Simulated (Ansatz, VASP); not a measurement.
# One calculation of Be, two programs

INCAR

```
SYSTEM = Be
  ALGO = Normal
  EDIFF = 1E-7
  EDIFFG = -0.01
  ENCUT = 600
  GGA = PE
  IBRION = 2
  ISIF = 3
  ISMEAR = -1
  LASPH = .True.
  LCHARG = .False.
  LREAL = .False.
  LWAVE = .False.
  NELM = 100
  NSW = 80
  PREC = Accurate
  SIGMA = 0.1
```

The input KPOINTS:

```
k-points
0
Gamma
  12 12 12
  0 0 0
```

File POSCAR:

```
Be
1.0
    0.0000000000      2.2207471934      2.2207471934
    2.2207471934      0.0000000000      2.2207471934
    2.2207471934      2.2207471934      0.0000000000
Be
2
Direct
    0.1250000000      0.1250000000      0.1250000000
    0.8750000000      0.8750000000      0.8750000000
```

Input for Ansatz:

```yaml
crystal:
  lattice:
    - [0.0, 2.2207471934, 2.2207471934]
    - [2.2207471934, 0.0, 2.2207471934]
    - [2.2207471934, 2.2207471934, 0.0]
  atoms:
    - { symbol: Be, position: [0.125, 0.125, 0.125] }
    - { symbol: Be, position: [0.875, 0.875, 0.875] }
hamiltonian:
  xc: pbe
  pseudopotentials:
    kind: paw
    azcp:
      Be: "pseudopotentials/Be.paw.azcp"
basis:
  ecutwfc: 420
  fft_grid_basis: typed
kpoints:
  mp_grid: { grid: [12, 12, 12], shift: [0, 0, 0] }
magnetization:
  spin_polarized: false
scf:
  occupations: { method: fermi_dirac, width: 0.1 }
relax:
  max_steps: 60
  f_tol: 0.01
  cell: {}
```

Alike in both runs: task relaxation of cell and atoms; functional PBE; k mesh 12 × 12 × 12; occupations fermi-dirac, width 0.1 eV; no spin polarisation.

```csv
,VASP,Ansatz
version,VASP 6.6.1,Ansatz 0.2.0
potentials or method,"VASP PAW PBE potentials, release 64 (Be), cutoff 600 eV","plane waves (420 eV) with PAW, scalar-relativistic"
valence electrons in the cell,4,4
```

Ansatz gave:

| Item | Value |
| --- | --- |
| relaxed volume (Å³/atom) | 14.70 |
| relaxed cell length with the largest relative difference (Å) | 3.464 |

Q: Estimate VASP's values.

A: Relaxed volume (Å³/atom): 14.70; relaxed cell length with the largest relative difference (Å): 3.465.

Noted on VASP's run: the volume moved by over 15 % at a fixed basis, so the end points are rough.
